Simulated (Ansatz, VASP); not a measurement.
Mg6F: VASP beside Ansatz

```
CELL_PARAMETERS angstrom
3.20344 0.00000 0.00000
-1.60172 7.81532 0.00000
0.00000 0.00000 20.98511
ATOMIC_POSITIONS crystal
Mg 0.84939 0.69878 0.19061
Mg 0.52100 0.04200 0.21976
Mg 0.19261 0.38523 0.24891
Mg 0.37107 0.74148 0.32830
Mg 0.04262 0.08345 0.35424
Mg 0.71282 0.42511 0.38051
F 0.71282 0.42511 0.48201
```

Alike in both runs: task single point; functional PBE; k mesh 9 × 4 × 1; occupations gaussian, width 0.1 eV; no spin polarisation.

```csv
,VASP,Ansatz
version,VASP 6.6.1,Ansatz 0.2.0
potentials or method,"VASP PAW PBE potentials, release 64 (Mg, F), cutoff 520 eV","scalar-relativistic, plane waves, PAW"
valence electrons in the cell,19,67
```

|  | VASP | Ansatz | Ansatz less VASP |
| --- | --- | --- | --- |
| gap on the k mesh at the Fermi level (eV) | none | none | - |
| rms of the force components (eV/Å) | 0.904 | 0.911 | +0.0063 |

Atom by atom the forces differ by 0.007 eV/Å (rms over components). A gap of «none» marks a metal or a gap that the smearing closes. VASP's potentials hold 19 valence electrons a cell and Ansatz's 67, so a difference there can come from the potentials and not from the codes.
